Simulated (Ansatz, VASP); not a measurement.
## One calculation of Pt, two programs

```
Pt
1.0
     0.00000    1.94683    1.87869
     2.00037    0.00000    1.87869
     2.00037    1.94683    0.00000
Pt
1
Direct
  0.00000 0.00000 0.00000
```

Change from the starting cell: normal strain along x +0.0275, normal strain along z -0.0350.

Alike in both runs: task single point; functional LDA; k mesh 20 × 20 × 20; occupations gaussian, width 0.15 eV; no spin polarisation.

|  | VASP | Ansatz |
| --- | --- | --- |
| version | VASP 6.6.1 | Ansatz 0.2.0 |
| potentials or method | VASP PAW LDA potentials, release 64 (Pt), cutoff 520 eV | scalar-relativistic, plane waves, PAW |
| valence electrons in the cell | 10 | 18 |

VASP gave:

* gap on the k mesh at the Fermi level (eV): none
* pressure (GPa): 4.0
* traceless stress, the component that is largest in VASP (GPa): -3.68

Problem. What did Ansatz give for the same quantities?

Solution. gap on the k mesh at the Fermi level (eV): none; pressure (GPa): 3.1; traceless stress, the component that is largest in VASP (GPa): -3.68.

LDA's correlation is that of Perdew and Zunger in VASP and of Perdew and Wang (1992) in Ansatz. A gap of «none» marks a metal or a gap that the smearing closes. VASP's potentials hold 10 valence electrons a cell and Ansatz's 18, so a difference there can come from the potentials and not from the codes.

Spin-orbit coupling is off throughout.
